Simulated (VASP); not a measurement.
# Ru (P6_3/mmc) in VASP: a series of runs

Runs on Ru. Level: r2SCAN. Tasks: single point.

Program: VASP 6.6.1. These are calculated values, not measurements. Logs are shortened: lines on timing, memory, paths and dates and some standing lists are left out, and cuts for length are marked.

## 1. The cell of the first run

Symmetry: P6_3/mmc, No. 194, hexagonal system. The conventional cell has a = 2.702 Å, b = 2.702 Å, c = 4.267 Å, α = 90.00°, β = 90.00°, γ = 120.00°. Ru (site symmetry -6m2) has 12 Ru at 2.64 to 2.70 Å within 3.5 Å.

## 2. Single point, r2SCAN

The input, POSCAR:

```
Ru
1.0
    2.7021037961      0.0000000000      0.0000000000
   -1.3510518980      2.3400905311      0.0000000000
    0.0000000000      0.0000000000      4.2667117771
Ru
2
Direct
    0.3333333333      0.6666666667      0.7500000000
    0.6666666667      0.3333333333      0.2500000000
```

The input, INCAR.step1:

```
SYSTEM = Ru
PREC = Accurate
ENCUT = 620
ISMEAR = 0
SIGMA = 0.05
LREAL = .False.
LASPH = .True.
NELM = 120
NBANDS = 23
GGA = PE
ALGO = Normal
EDIFF = 1E-5
LWAVE = .True.
LCHARG = .False.
GGA_COMPAT = .False.
```

The input, INCAR.step2:

```
SYSTEM = Ru
PREC = Accurate
ENCUT = 620
EDIFF = 1E-6
ISMEAR = 0
SIGMA = 0.05
LREAL = .False.
LASPH = .True.
NELM = 120
ALGO = Normal
ISIF = 2
LWAVE = .False.
LCHARG = .False.
METAGGA = R2SCAN
LMIXTAU = .True.
NBANDS = 23
ISTART = 1
GGA_COMPAT = .False.
```

The input, KPOINTS:

```
regular mesh
0
Gamma
  18 18 10
  0 0 0
```

Potentials or basis: VASP PAW PBE potentials, release 64 (Ru_sv).

On the command line:

```console
$ cat potpaw_PBE.64/Ru_sv/POTCAR > POTCAR
$ cp INCAR.step1 INCAR
$ mpirun -np 1 vasp_std > vasp.out
$ cp INCAR.step2 INCAR
$ mpirun -np 1 vasp_std > vasp.out
```

OUTCAR:

```text
SYSTEM = Ru
   PREC = Accurate
   ENCUT = 620
   EDIFF = 1E-6
   ISMEAR = 0
   LREAL = .False.
   LASPH = .True.
   NELM = 120
   ISIF = 2
   METAGGA = R2SCAN
   ISTART = 1

 ion  position               nearest neighbor table
   1  0.333  0.667  0.750-   2 2.64   2 2.64   2 2.64   2 2.64   2 2.64   2 2.64
   2  0.667  0.333  0.250-   1 2.64   1 2.64   1 2.64   1 2.64   1 2.64   1 2.64

  LATTYP: Found a hexagonal cell.
 ALAT       =     2.7021037961
 C/A-ratio  =     1.5790332641

  Lattice vectors:

 A1 = (   2.7021037961,   0.0000000000,   0.0000000000)
 A2 = (  -1.3510518980,   2.3400905311,   0.0000000000)
 A3 = (   0.0000000000,   0.0000000000,   4.2667117771)

Analysis of symmetry for initial positions (statically):
=====================================================================
 Subroutine PRICEL returns:
 Original cell was already a primitive cell.

 Routine SETGRP: Setting up the symmetry group for a
 hexagonal supercell.

 Subroutine GETGRP returns: Found 24 space group operations
 (whereof 12 operations were pure point group operations)
 out of a pool of 24 trial point group operations.

The static configuration has the point symmetry D_3d.
 The point group associated with its full space group is D_6h.

Analysis of symmetry for dynamics (positions and initial velocities):
=====================================================================
 Subroutine PRICEL returns:
 Original cell was already a primitive cell.

 Routine SETGRP: Setting up the symmetry group for a
 hexagonal supercell.

 Subroutine GETGRP returns: Found 24 space group operations
 (whereof 12 operations were pure point group operations)
 out of a pool of 24 trial point group operations.

The dynamic configuration has the point symmetry D_3d.
 The point group associated with its full space group is D_6h.

 Subroutine INISYM returns: Found 24 space group operations
 (whereof 12 operations are pure point group operations),
 and found     1 'primitive' translations

----------------------------------------------------------------------------------------

                                     Primitive cell

  volume of cell :      26.9791

  direct lattice vectors                    reciprocal lattice vectors
     2.702103796  0.000000000  0.000000000     0.370082008  0.213666947  0.000000000
    -1.351051898  2.340090531  0.000000000     0.000000000  0.427333894  0.000000000
     0.000000000  0.000000000  4.266711777     0.000000000  0.000000000  0.234372522

  length of vectors
[... 81 lines left out ...]
   NELM   =    120;   NELMIN=  2; NELMDL=  0     # of ELM steps
   EDIFF  = 0.1E-05   stopping-criterion for ELM
   LREAL  =      F    real-space projection
   EDIFFG = 0.1E-04   stopping-criterion for IOM
   NSW    =      0    number of steps for IOM
   IBRION =     -1    ionic relax: 0-MD 1-quasi-New 2-CG
   NFREE  =      0    steps in history (QN), initial steepest desc. (CG)
   ISIF   =      2    stress and relaxation
   ISYM   =      2    0-nonsym 1-usesym 2-fastsym
   POTIM  = 0.5000    time-step for ionic-motion
   TEBEG  =    0.0;   TEEND  =   0.0 temperature during run
   PSTRESS=    0.0 pullay stress
   NELECT =      32.0000    total number of electrons
   NUPDOWN=      -1.0000    fix difference up-down
   EMIN   =  10.00;   EMAX   =-10.00  energy-range for DOS
   EFERMI =   0.00;   METHOD = LEGACY
   ISMEAR =     0;   SIGMA  =   0.05  broadening in eV -4-tet -1-fermi 0-gaus
   EFERMI_NEDOS =   21; number of points for ismear=-14 and -15
   IALGO  =     38    algorithm
   IMIX   =      4    mixing-type and parameters
     AMIX     =   0.40;   BMIX     =  1.00
     AMIX_MAG =   1.60;   BMIX_MAG =  1.00
  volume/ion in A,a.u.               =      13.49        91.03
  Fermi-wavevector in a.u.,A,eV,Ry     =   1.732935  3.274771 40.859141  3.003062
  Thomas-Fermi vector in A             =   2.807017
   LORBIT       =      0    0 simple, 1 ext, 2 COOP (PROOUT), +10 PAW based schemes
   METAGGA = R2SCAN    functional components
   LHFCALC =     F    Hartree Fock is set to
   AEXX    =    0.0000 exact exchange contribution
   IVDW    =     0    specifies the selected vdW correction
   LEPSILON=     F    determine dielectric tensor
   LRPA    =     F    only Hartree local field effects (RPA)
 non-spin polarized calculation
 Gauss-broadening in eV      SIGMA  =   0.05
  energy-cutoff  :      620.00
  volume of cell :       26.98
 maximum number of plane-waves:       973
 NGX is ok and might be reduce to    24
   NGX = 11   NGY = 11   NGZ = 17

 number of electron      31.9999997 magnetization

 Free energy of the ion-electron system (eV)
  ---------------------------------------------------
  ext. energy  EPLUGINS =         0.00000000
  ---------------------------------------------------
  free energy    TOTEN  =       -50.94183084 eV

  energy without entropy =      -50.93931701  energy(sigma->0) =      -50.94057393

 E-fermi :  15.1631     XC(G=0): -15.5839

 val. band max:       15.1568514862   @ k =   0.1667  -0.0000   0.4000
 cond. band min:      15.1633600830   @ k =   0.4444   0.1111   0.5000
 fundamental gap:      0.0065085968
 Fermi energy:        15.1630943012

 k-point     1 :       0.0000    0.0000    0.0000
  band No.  band energies     occupation
      1     -60.1736      2.00000
      2     -59.9402      2.00000
      3     -29.9328      2.00000
      4     -28.9078      2.00000
      5     -28.9078      2.00000
      6     -28.7196      2.00000
[... 613 lines left out ...]
     22      27.8315      0.00000
     23      27.8950      0.00000

 [... further k-points ...]

------------------------ aborting loop because EDIFF is reached ----------------------------------------

  FORCE on cell =-STRESS in cart. coord.  units (eV):
  Direction    XX          YY          ZZ          XY          YZ          ZX
  --------------------------------------------------------------------------------------
  -------------------------------------------------------------------------------------
  Total        0.0139237      0.0139237      0.0202415      0.0000000      0.0000000     -0.0000000
  in kB        0.8268720      0.8268720      1.2020582      0.0000000      0.0000000     -0.0000000
  external PRESSURE =       0.9519340 kB  Pullay stress =       0.0000000 kB

 VOLUME and BASIS-vectors are now :
 -----------------------------------------------------------------------------
  energy-cutoff  :      620.00
  volume of cell :       26.98
      direct lattice vectors                 reciprocal lattice vectors
     2.702103796  0.000000000  0.000000000     0.370082008  0.213666947  0.000000000
    -1.351051898  2.340090531  0.000000000     0.000000000  0.427333894  0.000000000
     0.000000000  0.000000000  4.266711777     0.000000000  0.000000000  0.234372522

 POSITION                                       TOTAL-FORCE (eV/Angst)
 -----------------------------------------------------------------------------------
     -0.00000      1.56006      3.20003        -0.000000     -0.000000      0.000000
      1.35105      0.78003      1.06668         0.000000      0.000000      0.000000
 -----------------------------------------------------------------------------------
    total drift:                                0.000000     -0.000000      0.000000

  FREE ENERGIE OF THE ION-ELECTRON SYSTEM (eV)
  ---------------------------------------------------
  free  energy   TOTEN  =       -50.9418308449 eV

  energy  without entropy=      -50.9393170052  energy(sigma->0) =      -50.94057393
```

OSZICAR.step1:

```text
N       E                     dE             d eps       ncg     rms          rms(c)
DAV:   1     0.479552240537E+03    0.47955E+03   -0.23115E+04 10236   0.184E+03
DAV:   2    -0.574982988384E+01   -0.48530E+03   -0.46675E+03 11563   0.582E+02
DAV:   3    -0.196892043263E+02   -0.13939E+02   -0.13706E+02 11941   0.111E+02
DAV:   4    -0.198194523268E+02   -0.13025E+00   -0.13015E+00 11619   0.115E+01
DAV:   5    -0.198213071492E+02   -0.18548E-02   -0.18548E-02 12235   0.134E+00    0.266E+01
DAV:   6    -0.186057467174E+02    0.12156E+01   -0.28625E+00 11150   0.169E+01    0.522E+00
DAV:   7    -0.185532276325E+02    0.52519E-01   -0.14262E-01 12109   0.322E+00    0.115E+00
DAV:   8    -0.185482503601E+02    0.49773E-02   -0.75826E-03 10863   0.105E+00    0.104E-01
DAV:   9    -0.185483469721E+02   -0.96612E-04   -0.16168E-04 14140   0.142E-01    0.299E-02
DAV:  10    -0.185483616004E+02   -0.14628E-04   -0.14005E-05  8533   0.321E-02    0.362E-03
DAV:  11    -0.185483609863E+02    0.61406E-06   -0.84987E-07  6492   0.991E-03
   1 F= -.18548361E+02 E0= -.18547068E+02  d E =-.258593E-02
```

Wall time 9.2 min (1 thread of AMD EPYC 7R13 (Zen 3), shared host); peak memory 0.23 GiB.

What came out:

- Free energy: -50.9418 eV
- Pressure: 0.1 GPa
- Band gap on the k mesh: zero (bands 16 and 17 overlap by 3.29 eV)

Caveat: the PAW data sets were made with another functional, which shifts forces and pressure a little.

## 3. Single point, r2SCAN (13.17 Å³/atom)

This run uses another cell than the first one, of 13.17 Å³/atom.

The input, POSCAR:

```
Ru
1.0
    2.6797838834      0.0000000000      0.0000000000
   -1.3398919417      2.3207609197      0.0000000000
    0.0000000000      0.0000000000      4.2364966586
Ru
2
Direct
    0.3333333333      0.6666666667      0.7500000000
    0.6666666667      0.3333333333      0.2500000000
```

The input, INCAR.step1:

```
ALGO = Normal ; EDIFF = 1E-5
ENCUT = 620 ; GGA = PE
GGA_COMPAT = False ; ISMEAR = 0
LASPH = True ; LCHARG = False
LREAL = False ; LWAVE = True
NBANDS = 23 ; NELM = 120
PREC = Accurate ; SIGMA = 0.05
```

The input, INCAR.step2:

```
ALGO = Normal ; EDIFF = 1E-6
ENCUT = 620 ; GGA_COMPAT = False
ISIF = 2 ; ISMEAR = 0
ISTART = 1 ; LASPH = True
LCHARG = False ; LMIXTAU = True
LREAL = False ; LWAVE = False
METAGGA = R2SCAN ; NBANDS = 23
NELM = 120 ; PREC = Accurate
SIGMA = 0.05
```

The input, KPOINTS:

```
k-points
0
Gamma
  18 18 10
```

Potentials or basis: VASP PAW PBE potentials, release 64 (Ru_sv).

On the command line:

```console
$ cat potpaw_PBE.64/Ru_sv/POTCAR > POTCAR
$ cp INCAR.step1 INCAR
$ mpirun -np 1 vasp_std > vasp.out
$ cp INCAR.step2 INCAR
$ mpirun -np 1 vasp_std > vasp.out
```

Run time: 8.8 min. Hardware: 1 thread of AMD EPYC 7R13 (Zen 3), shared host; peak memory 0.23 GiB.

Results (log left out):

- Free energy: -50.9246 eV
- Pressure: 8.6 GPa
- Band gap on the k mesh: zero (bands 16 and 17 overlap by 3.40 eV)

Levels at points of the mesh, in eV from the Fermi level:
```
           k point  band 14  band 15  band 16  band 17  band 18  band 19
(0.00, 0.00, 0.00)    -2.07    -2.07    -1.52    -1.52     1.30     1.30
(0.50, 0.00, 0.00)    -1.91    -1.62     1.57     2.02     2.11     4.42
(0.00, 0.00, 0.50)    -3.00    -2.91    -2.91     0.61     0.61     0.61
(0.50, 0.00, 0.50)    -1.15     0.50     0.50     1.85     1.85     3.68
```

Caveat: the cell stands under pressure; the PAW data sets were made with another functional, which shifts forces and pressure a little.
